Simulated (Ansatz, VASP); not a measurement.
Two plane-wave programs on Si

File POSCAR:

```
Si
1.0
    0.0427521945      2.7497909417      2.7497909417
    2.7497909417      0.0427521945      2.7497909417
    2.7497909417      2.7497909417      0.0427521945
Si
2
Direct
    0.0009674412      0.0009674412      0.0009674412
    0.2490325588      0.2490325588      0.2490325588
```

The input INCAR.step1:

```
PREC     = Accurate       # precision mode
ENCUT    = 400            # plane-wave cutoff, eV
EDIFF    = 1E-5           # SCF threshold, eV
ISMEAR   = 0              # smearing method
SIGMA    = 0.01           # smearing width, eV
LREAL    = False          # projectors in reciprocal space
LASPH    = True           # aspherical terms in the spheres
NELM     = 120            # most SCF steps
ALGO     = Normal         # electronic algorithm
ISIF     = 2              # what is computed and relaxed
LWAVE    = True           # write WAVECAR
LCHARG   = False          # write CHGCAR
GGA      = PE             # functional
NBANDS   = 11             # bands
GGA_COMPAT= False
```

INCAR.step2

```
PREC     = Accurate       # precision mode
ENCUT    = 400            # plane-wave cutoff, eV
EDIFF    = 1E-6           # SCF threshold, eV
ISMEAR   = 0              # smearing method
SIGMA    = 0.01           # smearing width, eV
LREAL    = False          # projectors in reciprocal space
LASPH    = True           # aspherical terms in the spheres
NELM     = 120            # most SCF steps
ALGO     = Normal         # electronic algorithm
ISIF     = 2              # what is computed and relaxed
LWAVE    = False          # write WAVECAR
LCHARG   = False          # write CHGCAR
GGA      = PE             # functional
LHFCALC  = True           # exact exchange
HFSCREEN = 0.2079         # screening, 1/A
PRECFOCK = Normal       
ISTART   = 1            
NBANDS   = 11             # bands
GGA_COMPAT= False
```

KPOINTS

```
Automatic mesh
0
Gamma
  6 6 6
```

Input for Ansatz:

```yaml
crystal:
  lattice:
    - [0.0427521945, 2.7497909417, 2.7497909417]
    - [2.7497909417, 0.0427521945, 2.7497909417]
    - [2.7497909417, 2.7497909417, 0.0427521945]
  atoms:
    - { symbol: Si, position: [0.0009674412, 0.0009674412, 0.0009674412] }
    - { symbol: Si, position: [0.2490325588, 0.2490325588, 0.2490325588] }
basis:
  ecutwfc: 420
kpoints:
  mp_grid: { grid: [6, 6, 6] }
  band_path:
    path:
      - [0.0, 0.0, 0.0]
      - [0.0, 0.0, 0.0]
      - [0.4297283067, 0.4297283067, 0.0]
      - [0.0, 0.4297283067, 0.4297283067]
      - [0.5, 0.5, 0.5]
      - [0.0, 0.0, 0.5]
    npoints: 1
hamiltonian:
  xc: hse06
  pseudopotentials: { kind: paw }
scf:
  occupations: { method: fixed }
  n_extra_bands: 5
output:
  eigenvalues: true
```

Alike in both runs: task single point; functional HSE06; k mesh 6 × 6 × 6; no spin polarisation.

|  | VASP | Ansatz |
| --- | --- | --- |
| version | VASP 6.6.1 | Ansatz 0.2.0 |
| potentials or method | VASP PAW PBE potentials, release 64 (Si), cutoff 400 eV | scalar-relativistic, plane waves, PAW |
| occupations | gaussian, width 0.01 eV | fixed |
| valence electrons in the cell | 8 | 8 |

```tsv
	VASP	Ansatz	Ansatz less VASP
gap on the k mesh at the Fermi level (eV)	1.13	1.11	-0.011
least direct gap on the mesh (eV)	2.98	2.97	-0.010
```
